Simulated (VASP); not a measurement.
Wanted: the native input for a VASP 6.6.1 run.

```
Task                   : single point
Functional             : PBE
Potentials or basis    : VASP PAW PBE potentials, release 64 (Nd_3, H), 4f in core
Cutoff                 : 500 eV
k mesh                 : 6 × 4 × 4
Occupations            : gaussian, width 0.2 eV
Spin                   : no spin polarisation
Dipole correction      : no
Further INCAR settings : ALGO = Normal; EDIFF = 1e-06; NBANDS = 36
```

The structure of Nd2H3 lies in POSCAR:

```
Nd2H3
1.0
   -3.7297471347      0.0000000000      0.0000000000
    0.0000000000      0.0000000000     -6.2845322599
    0.0000000000     -6.4601115368      0.0000000000
Nd H
4 6
Direct
    0.5000000000      0.2419052772      0.8333333333
    0.0000000000      0.2419052772      0.3333333333
    0.0000000000      0.7580947228      0.6666666667
    0.5000000000      0.7580947228      0.1666666667
    0.5000000000      0.6186608900      0.8333333333
    0.0000000000      0.6186608900      0.3333333333
    0.0000000000      0.3813391100      0.6666666667
    0.5000000000      0.3813391100      0.1666666667
    0.0000000000      1.0000000000      1.0000000000
    0.5000000000      1.0000000000      0.5000000000
```

One way to write it, as run:

INCAR

```
PREC     = Accurate       # precision mode
ENCUT    = 500            # plane-wave cutoff, eV
EDIFF    = 1E-6           # SCF threshold, eV
ISMEAR   = 0              # smearing method
SIGMA    = 0.2            # smearing width, eV
LREAL    = False          # projectors in reciprocal space
LASPH    = True           # aspherical terms in the spheres
NELM     = 200            # most SCF steps
ALGO     = Normal         # electronic algorithm
ISIF     = 2              # what is computed and relaxed
LWAVE    = False          # write WAVECAR
LCHARG   = True           # write CHGCAR
GGA      = PE             # functional
LELF     = True           # ELF
LVHAR    = True         
NBANDS   = 36             # bands
GGA_COMPAT= False        
LMAXMIX  = 6              # l up to which the mixer works
```

KPOINTS

```
Automatic mesh
0
Gamma
  6 4 4
```

Potentials or basis: VASP PAW PBE potentials, release 64 (Nd_3, H), 4f in core.

Run with:

```sh
$ cat potpaw_PBE.64/Nd_3/POTCAR potpaw_PBE.64/H/POTCAR > POTCAR
$ mpirun -np 1 vasp_std > vasp.out
```

Results of the run:

The pressure is 0.3 GPa. The largest force is 0.054 eV/Å. The band gap on the k mesh is zero (bands 25 and 26 overlap by 1.46 eV).

Caveat: spin-orbit coupling is left out, which moves the levels of the heavy elements; the 4f electrons are frozen in the core, so they carry no moment and show no levels.

Run time: 3.9 min on 1 thread of Intel(R) Xeon(R) Platinum 8259CL CPU @ 2.50GHz (Skylake/Cascade Lake), on a shared host, peak memory 0.33 GiB.
